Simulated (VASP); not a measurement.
Input of a VASP 6.6.1 run:

The input POSCAR:

```
In3Sb2As
1.0
    4.5360799735      0.0000000000      0.0000000000
   -2.2680399867      3.9283604906      0.0000000000
    0.0000000000      0.0000000000     11.1050713242
As Sb In
1 2 3
Direct
    0.0000000000      0.0000000000      0.0008759169
    0.3333333333      0.6666666667      0.3267571204
    0.6666666667      0.3333333333      0.6718153136
    0.3333333333      0.6666666667      0.0707062933
    0.6666666667      0.3333333333      0.4173096213
    0.0000000000      0.0000000000      0.7625357344
```

Contents of INCAR.step1:

```
SYSTEM = In3Sb2As
  PREC = Accurate
  ENCUT = 520
  ISMEAR = -1
  SIGMA = 0.02
  LREAL = .FALSE.
  LASPH = .TRUE.
  NELM = 80
  NBANDS = 36
  GGA = PE
  ALGO = Normal
  EDIFF = 1E-4
  LWAVE = .TRUE.
  LCHARG = .FALSE.
```

Contents of INCAR.step2:

```
SYSTEM = In3Sb2As
  PREC = Accurate
  ENCUT = 520
  EDIFF = 1E-7
  ISMEAR = -1
  SIGMA = 0.02
  LREAL = .FALSE.
  LASPH = .TRUE.
  NELM = 80
  ALGO = Normal
  ISIF = 2
  LWAVE = .FALSE.
  LCHARG = .FALSE.
  METAGGA = R2SCAN
  LMIXTAU = .TRUE.
  NBANDS = 36
  ISTART = 1
```

File KPOINTS:

```
regular mesh
0
G
  6 6 2
  0 0 0
```

Potentials or basis: VASP PAW PBE potentials, release 64 (As, Sb, In_d).

Command:

```bash
$ cat potpaw_PBE.64/As/POTCAR potpaw_PBE.64/Sb/POTCAR potpaw_PBE.64/In_d/POTCAR > POTCAR
$ cp INCAR.step1 INCAR
$ mpirun -np 1 vasp_std > vasp.out
$ cp INCAR.step2 INCAR
$ mpirun -np 1 vasp_std > vasp.out
```

Problem. Estimate the band gap on the k mesh.

Solution. Zero (filled and empty bands touch).

Problem. What does it give for the pressure?

Solution. 0.0 GPa.

Forces in eV/Å, atoms in the order of the input:
```
As   0.000  0.000 -0.002
Sb   0.000  0.000  0.000
Sb   0.000  0.000  0.002
In   0.000  0.000  0.002
In   0.000  0.000 -0.002
In   0.000  0.000  0.000
```

Caveat: semilocal functionals underestimate gaps, and a narrow one can read as zero; the PAW data sets were made with another functional, which shifts forces and pressure a little; spin-orbit coupling is left out, which moves the levels of the heavy elements.
